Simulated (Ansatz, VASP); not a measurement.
LiH: VASP beside Ansatz

The input INCAR:

```
SYSTEM = LiH
PREC     = Accurate       ! precision mode
ENCUT    = 520            ! plane-wave cutoff, eV
EDIFF    = 1E-7           ! SCF threshold, eV
ISMEAR   = -1             ! smearing method
SIGMA    = 0.02           ! smearing width, eV
LREAL    = .FALSE.        ! projectors in reciprocal space
LASPH    = .TRUE.         ! aspherical terms in the spheres
NELM     = 60             ! most SCF steps
ALGO     = Normal         ! electronic algorithm
ISIF     = 2              ! what is computed and relaxed
LWAVE    = .FALSE.        ! write WAVECAR
LCHARG   = .FALSE.        ! write CHGCAR
GGA      = PE             ! functional
NBANDS   = 9              ! bands
```

KPOINTS

```
Automatic mesh
0
G
  6 6 6
  0 0 0
```

File POSCAR:

```
LiH
1.0
    0.0000000000      2.0100000000      2.0100000000
    2.0100000000      0.0000000000      2.0100000000
    2.0100000000      2.0100000000      0.0000000000
Li H
1 1
Direct
    0.0000000000      0.0000000000      0.0000000000
    0.5000000000      0.5000000000      0.5000000000
```

Input for Ansatz:

```yaml
crystal:
  lattice:
    - [0, 2.01, 2.01]
    - [2.01, 0, 2.01]
    - [2.01, 2.01, 0]
  atoms:
    - { symbol: Li, position: [0, 0, 0] }
    - { symbol: H, position: [0.5, 0.5, 0.5] }
kpoints:
  mp_grid: { grid: [6, 6, 6] }
hamiltonian:
  xc: pbe
  pseudopotentials:
    kind: all_electron
    relativity: scalar
    datasets: crystal
    dataset_attempts: all
    nuclear_model: point
scf:
  occupations: { method: fermi_dirac, width: 0.02 }
  convergence: { dr2_threshold: "1e-9 eV" }
  max_iter: 300
output:
  forces: true
  stress: true
  eigenvalues: true
```

Alike in both runs: task single point; functional PBE; k mesh 6 × 6 × 6; occupations fermi-dirac, width 0.02 eV; no spin polarisation.

```csv
,VASP,Ansatz
version,VASP 6.6.1,Ansatz 0.2.0 development build
potentials or method,"VASP PAW PBE potentials, release 64 (Li_sv, H), cutoff 520 eV","plane waves, all-electron PAW datasets generated for the crystal"
```

VASP gave:

```
gap on the k mesh at the Fermi level (eV) : 2.98
```

Which values does Ansatz return?

gap on the k mesh at the Fermi level (eV): 2.99.

Ansatz ran all-electron here, and VASP with PAW potentials.

The k mesh is coarse, so the values compare programs but aren't converged. Noted on VASP's run: the cutoff is short for stress, so the pressure is rough.
